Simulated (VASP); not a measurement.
# LiF (P6_3mc) in VASP: a series of runs, part 3 of 3

VASP 6.6.1. Earlier steps stand in the parts before.

## 6. Single point, PBE (volume 9.955 Å^3 an atom, c/a of the conventional cell 1.6161)

File INCAR:

```
ALGO     = Normal         # electronic algorithm
EDIFF    = 1E-6           # SCF threshold, eV
ENCUT    = 520            # plane-wave cutoff, eV
GGA      = PE             # functional
ISIF     = 2              # what is computed and relaxed
ISMEAR   = 0              # smearing method
LASPH    = True           # aspherical terms in the spheres
LCHARG   = False          # write CHGCAR
LREAL    = False          # projectors in reciprocal space
LWAVE    = False          # write WAVECAR
NBANDS   = 18             # bands
NELM     = 60             # most SCF steps
PREC     = Accurate       # precision mode
SIGMA    = 0.05           # smearing width, eV
```

File KPOINTS:

```
k-points
0
Gamma
  9 9 6
```

File POSCAR:

```
LiF
1.0
    3.0528171860      0.0000000000      0.0000000000
   -1.5264085930      2.6438172362      0.0000000000
    0.0000000000      0.0000000000      4.9336578542
Li F
2 2
Direct
    0.3333333333      0.6666666667      0.3810713234
    0.6666666667      0.3333333333      0.8810713234
    0.3333333333      0.6666666667      0.9939266766
    0.6666666667      0.3333333333      0.4939266766
```

Potentials or basis: VASP PAW PBE potentials, release 64 (Li_sv, F).

Launch:

```bash
$ cat potpaw_PBE.64/Li_sv/POTCAR potpaw_PBE.64/F/POTCAR > POTCAR
$ mpirun -np 1 vasp_std > vasp.out
```

OUTCAR:

```text
EDIFF = 1E-6
   ENCUT = 520
   GGA = PE
   ISIF = 2
   ISMEAR = 0
   LASPH = True
   LREAL = False
   NELM = 60
   PREC = Accurate

 ion  position               nearest neighbor table
   1  0.333  0.667  0.381-   4 1.85   4 1.85   4 1.85   3 1.91
   2  0.667  0.333  0.881-   3 1.85   3 1.85   3 1.85   4 1.91
   3  0.333  0.667  0.994-   2 1.85   2 1.85   2 1.85   1 1.91
   4  0.667  0.333  0.494-   1 1.85   1 1.85   1 1.85   2 1.91

  LATTYP: Found a hexagonal cell.
 ALAT       =     3.0528171860
 C/A-ratio  =     1.6161000000

  Lattice vectors:

 A1 = (   3.0528171860,   0.0000000000,   0.0000000000)
 A2 = (  -1.5264085930,   2.6438172362,   0.0000000000)
 A3 = (   0.0000000000,   0.0000000000,   4.9336578542)

Analysis of symmetry for initial positions (statically):
=====================================================================
 Subroutine PRICEL returns:
 Original cell was already a primitive cell.

 Routine SETGRP: Setting up the symmetry group for a
 hexagonal supercell.

 Subroutine GETGRP returns: Found 12 space group operations
 (whereof  6 operations were pure point group operations)
 out of a pool of 24 trial point group operations.

The static configuration has the point symmetry C_3v.
 The point group associated with its full space group is C_6v.

Analysis of symmetry for dynamics (positions and initial velocities):
=====================================================================
 Subroutine PRICEL returns:
 Original cell was already a primitive cell.

 Routine SETGRP: Setting up the symmetry group for a
 hexagonal supercell.

 Subroutine GETGRP returns: Found 12 space group operations
 (whereof  6 operations were pure point group operations)
 out of a pool of 24 trial point group operations.

The dynamic configuration has the point symmetry C_3v.
 The point group associated with its full space group is C_6v.

 Subroutine INISYM returns: Found 12 space group operations
 (whereof  6 operations are pure point group operations),
 and found     1 'primitive' translations

----------------------------------------------------------------------------------------

                                     Primitive cell

  volume of cell :      39.8200

  direct lattice vectors                    reciprocal lattice vectors
     3.052817186  0.000000000  0.000000000     0.327566290  0.189120486  0.000000000
    -1.526408593  2.643817236  0.000000000     0.000000000  0.378240972  0.000000000
     0.000000000  0.000000000  4.933657854     0.000000000  0.000000000  0.202689370

  length of vectors
     3.052817186  3.052817186  4.933657854     0.378240972  0.378240972  0.202689370

  position of ions in fractional coordinates (direct lattice)
     0.333333333  0.666666667  0.381071323
     0.666666667  0.333333333  0.881071323
     0.333333333  0.666666667  0.993926677
     0.666666667  0.333333333  0.493926677

  ion indices of the primitive-cell ions
   primitive index   ion index
                 1           1
                 2           2
                 3           3
                 4           4

----------------------------------------------------------------------------------------

 KPOINTS: k-points

Automatic generation of k-mesh.
 Grid dimensions read from file:
 generate k-points for:    9    9    6

 Generating k-lattice:

  Cartesian coordinates                     Fractional coordinates (reciprocal lattice)
     0.036396254  0.021013387  0.000000000     0.111111111 -0.000000000  0.000000000
     0.000000000  0.042026775  0.000000000     0.000000000  0.111111111  0.000000000
     0.000000000  0.000000000  0.033781562     0.000000000  0.000000000  0.166666667

  Length of vectors
     0.042026775  0.042026775  0.033781562

  Shift w.r.t. Gamma in fractional coordinates (k-lattice)
     0.000000000  0.000000000  0.000000000

 Subroutine IBZKPT returns following result:
 ===========================================

 Found     48 irreducible k-points:

 Following reciprocal coordinates:
            Coordinates               Weight
  0.000000  0.000000  0.000000      1.000000
  0.111111  0.000000  0.000000      6.000000
  0.222222  0.000000  0.000000      6.000000
  0.333333  0.000000  0.000000      6.000000
  0.444444  0.000000  0.000000      6.000000
  0.111111  0.111111  0.000000      6.000000
[... 16 lines left out ...]
  0.333333  0.222222  0.166667     24.000000
  0.333333  0.333333  0.166667      4.000000
 [... further k-points ...]
   k-points           NKPTS =     48   k-points in BZ     NKDIM =     48   number of bands    NBANDS=     18
   number of dos      NEDOS =    301   number of ions     NIONS =      4
   total plane-waves  NPLWV =  23040
   dimension x,y,z NGX =    24 NGY =   24 NGZ =   40
   dimension x,y,z NGXF=    48 NGYF=   48 NGZF=   80
   ions per type =               2   2
   NGX,Y,Z   is equivalent  to a cutoff of  13.07, 13.07, 13.48 a.u.
   NGXF,Y,Z  is equivalent  to a cutoff of  26.14, 26.14, 26.96 a.u.
 SYSTEM =  unknown system
   PREC   = accura    normal or accurate (medium, high low for compatibility)
   ISTART =      0    job   : 0-new  1-cont  2-samecut
   ICHARG =      2    charge: 1-file 2-atom 10-const
   ISPIN  =      1    spin polarized calculation?
   LNONCOLLINEAR =      F non collinear calculations
   LSORBIT =      F    spin-orbit coupling
   LASPH  =      T    aspherical Exc in radial PAW
   ENCUT  =  520.0 eV  38.22 Ry    6.18 a.u.   5.68  5.68  9.17*2*pi/ulx,y,z
   NELM   =     60;   NELMIN=  2; NELMDL= -5     # of ELM steps
   EDIFF  = 0.1E-05   stopping-criterion for ELM
   LREAL  =      F    real-space projection
   EDIFFG = 0.1E-04   stopping-criterion for IOM
   NSW    =      0    number of steps for IOM
   IBRION =     -1    ionic relax: 0-MD 1-quasi-New 2-CG
   NFREE  =      0    steps in history (QN), initial steepest desc. (CG)
   ISIF   =      2    stress and relaxation
   ISYM   =      2    0-nonsym 1-usesym 2-fastsym
   POTIM  = 0.5000    time-step for ionic-motion
   TEBEG  =    0.0;   TEEND  =   0.0 temperature during run
   PSTRESS=    0.0 pullay stress
   NELECT =      20.0000    total number of electrons
   NUPDOWN=      -1.0000    fix difference up-down
   EMIN   =  10.00;   EMAX   =-10.00  energy-range for DOS
   EFERMI =   0.00;   METHOD = LEGACY
   ISMEAR =     0;   SIGMA  =   0.05  broadening in eV -4-tet -1-fermi 0-gaus
   EFERMI_NEDOS =   21; number of points for ismear=-14 and -15
   IALGO  =     38    algorithm
   IMIX   =      4    mixing-type and parameters
     AMIX     =   0.40;   BMIX     =  1.00
     AMIX_MAG =   1.60;   BMIX_MAG =  1.00
  volume/ion in A,a.u.               =       9.96        67.18
  Fermi-wavevector in a.u.,A,eV,Ry     =   1.301321  2.459140 23.040597  1.693436
  Thomas-Fermi vector in A             =   2.432462
   LORBIT       =      0    0 simple, 1 ext, 2 COOP (PROOUT), +10 PAW based schemes
   GGA     = PE    functional components
   LHFCALC =     F    Hartree Fock is set to
   AEXX    =    0.0000 exact exchange contribution
   IVDW    =     0    specifies the selected vdW correction
   LEPSILON=     F    determine dielectric tensor
   LRPA    =     F    only Hartree local field effects (RPA)
 non-spin polarized calculation
 Gauss-broadening in eV      SIGMA  =   0.05
  energy-cutoff  :      520.00
  volume of cell :       39.82
 maximum number of plane-waves:      1093
 NGX is ok and might be reduce to    24
   NGX = 11   NGY = 11   NGZ = 19

 number of electron      19.9999987 magnetization

 Free energy of the ion-electron system (eV)
  ---------------------------------------------------
  ext. energy  EPLUGINS =         0.00000000
  ---------------------------------------------------
  free energy    TOTEN  =       -19.27860401 eV

  energy without entropy =      -19.27860401  energy(sigma->0) =      -19.27860401

 E-fermi :  -2.2628     XC(G=0):  -8.8204

 val. band max:       -2.5175151440   @ k =   0.0000   0.0000   0.0000
 cond. band min:       5.3115837057   @ k =   0.0000   0.0000   0.0000
 fundamental gap:      7.8290988498
 Fermi energy:        -2.2628064050

 k-point     1 :       0.0000    0.0000    0.0000
  band No.  band energies     occupation
      1     -42.9216      2.00000
      2     -42.8853      2.00000
      3     -21.9169      2.00000
      4     -21.7032      2.00000
      5      -4.6286      2.00000
      6      -2.8980      2.00000
[... 10 lines left out ...]
     17      17.3447      0.00000
     18      17.3448      0.00000
[... 466 lines left out ...]
      2     -42.8755      2.00000
      3     -21.6999      2.00000
      4     -21.6999      2.00000
      5      -4.4514      2.00000
      6      -3.6736      2.00000
[... 10 lines left out ...]
     17      16.0353      0.00000
     18      18.7090      0.00000

 [... further k-points ...]
[... 5 lines left out ...]
  --------------------------------------------------------------------------------------
  -------------------------------------------------------------------------------------
  Total        0.8112879      0.8112879      0.0594368      0.0000000      0.0000000      0.0000000
  in kB       32.6425702     32.6425702      2.3914681      0.0000000      0.0000000      0.0000000
  external PRESSURE =      22.5588695 kB  Pullay stress =       0.0000000 kB

 VOLUME and BASIS-vectors are now :
 -----------------------------------------------------------------------------
  energy-cutoff  :      520.00
  volume of cell :       39.82
      direct lattice vectors                 reciprocal lattice vectors
     3.052817186  0.000000000  0.000000000     0.327566290  0.189120486  0.000000000
    -1.526408593  2.643817236  0.000000000     0.000000000  0.378240972  0.000000000
     0.000000000  0.000000000  4.933657854     0.000000000  0.000000000  0.202689370

 POSITION                                       TOTAL-FORCE (eV/Angst)
 -----------------------------------------------------------------------------------
     -0.00000      1.76254      1.88008         0.000000     -0.000000     -0.105502
      1.52641      0.88127      4.34690        -0.000000      0.000000     -0.105502
     -0.00000      1.76254      4.90369         0.000000      0.000000      0.105502
      1.52641      0.88127      2.43687         0.000000     -0.000000      0.105502
 -----------------------------------------------------------------------------------
    total drift:                                0.000001      0.000001     -0.002542

  FREE ENERGIE OF THE ION-ELECTRON SYSTEM (eV)
  ---------------------------------------------------
  free  energy   TOTEN  =       -19.2786040098 eV

  energy  without entropy=      -19.2786040098  energy(sigma->0) =      -19.27860401
```

It used 56 s of CPU time on 1 thread of AMD EPYC 7R13 Processor (Zen 3), with other jobs on the host.

What came out:

```
Free energy            : -19.2786 eV
Largest force          : 0.106 eV/Å
Band gap on the k mesh : 7.83 eV, direct
```

Forces on the atoms (eV/Å):
```
Li   0.000  0.000 -0.106
Li   0.000  0.000 -0.106
F    0.000  0.000  0.106
F    0.000  0.000  0.106
```

Caveat: the cutoff is under 1.25 times the usual one of these potentials, so pressure, stress and relaxed cells hold a basis-set (Pulay) error. A k mesh can miss the band edges.

## 7. Overview

| cell | gap on the mesh (eV) | largest force (eV/Å) |
| --- | --- | --- |
| a = 3.084, b = 3.084, c = 4.836 Å, angles 90.0, 90.0, 120.0°, 4 atoms | 7.80 | - |
| a = 3.022, b = 3.022, c = 5.034 Å, angles 90.0, 90.0, 120.0°, 4 atoms | 7.86 | 0.19 |
| a = 3.146, b = 3.146, c = 4.645 Å, angles 90.0, 90.0, 120.0°, 4 atoms | 7.73 | 0.30 |
| a = 3.115, b = 3.115, c = 4.739 Å, angles 90.0, 90.0, 120.0°, 4 atoms | 7.77 | 0.14 |
| a = 3.053, b = 3.053, c = 4.934 Å, angles 90.0, 90.0, 120.0°, 4 atoms | 7.83 | 0.11 |

Alike in all rows: task single point; level PBE; potentials or basis VASP PAW PBE potentials, release 64 (Li_sv, F); no spin polarisation; k mesh 9 × 9 × 6; cutoff (eV) 520; smearing gaussian 0.05 eV.

Caveats: the cutoff is under 1.25 times the usual one of these potentials, so pressure, stress and relaxed cells hold a basis-set (Pulay) error.

Absolute energies hang on the potentials; compare differences alone.
